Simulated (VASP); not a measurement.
Set up this calculation in VASP 6.6.1, as the native input.

```
Task                   : single point
Functional             : LDA
Potentials or basis    : VASP PAW LDA potentials, release 64 (Ta_pv, N)
Cutoff                 : 520 eV
k mesh                 : 10 × 10 × 4
Occupations            : fermi-dirac, width 0.05 eV
Spin                   : no spin polarisation
Dipole correction      : no
Further INCAR settings : ALGO = Normal; EDIFF = 1e-06; NBANDS = 27
```

The structure of Ta3N lies in POSCAR:

```
Ta3N
1.0
    3.0118728781      0.0000000000      0.0000000000
   -1.5059364391      2.6083584255      0.0000000000
    0.0000000000      0.0000000000      7.4736379147
Ta N
3 1
Direct
    0.6666666667      0.3333333333      0.8260700000
    0.3333333333      0.6666666667      0.1739300000
    0.0000000000      0.0000000000      0.5000000000
    0.0000000000      0.0000000000      0.0000000000
```

These files were run (other wordings do the same):

INCAR

```
SYSTEM = Ta3N
PREC = Accurate
ENCUT = 520
EDIFF = 1E-6
ISMEAR = -1
SIGMA = 0.05
LREAL = .FALSE.
LASPH = .TRUE.
NELM = 100
ALGO = Normal
ISIF = 2
LWAVE = .FALSE.
LCHARG = .FALSE.
NBANDS = 27
```

KPOINTS

```
Automatic mesh
0
G
  10 10 4
  0 0 0
```

Potentials or basis: VASP PAW LDA potentials, release 64 (Ta_pv, N).

Command:

```sh
$ cat potpaw_LDA.64/Ta_pv/POTCAR potpaw_LDA.64/N/POTCAR > POTCAR
$ mpirun -np 1 vasp_std > vasp.out
```

Results of the run:

```json
{
 "Pressure": "-7.5 GPa",
 "Largest force": "0.350 eV/Å",
 "Band gap on the k mesh": "zero (band 19 reaches 7.18 eV, above the bottom of band 20 at 6.46 eV)"
}
```

Caveat: spin-orbit coupling is left out, which moves the levels of the heavy elements.

It took 41 s on 1 thread of Intel(R) Xeon(R) Platinum 8488C (Sapphire Rapids) (shared host), peak memory 0.2 GiB.
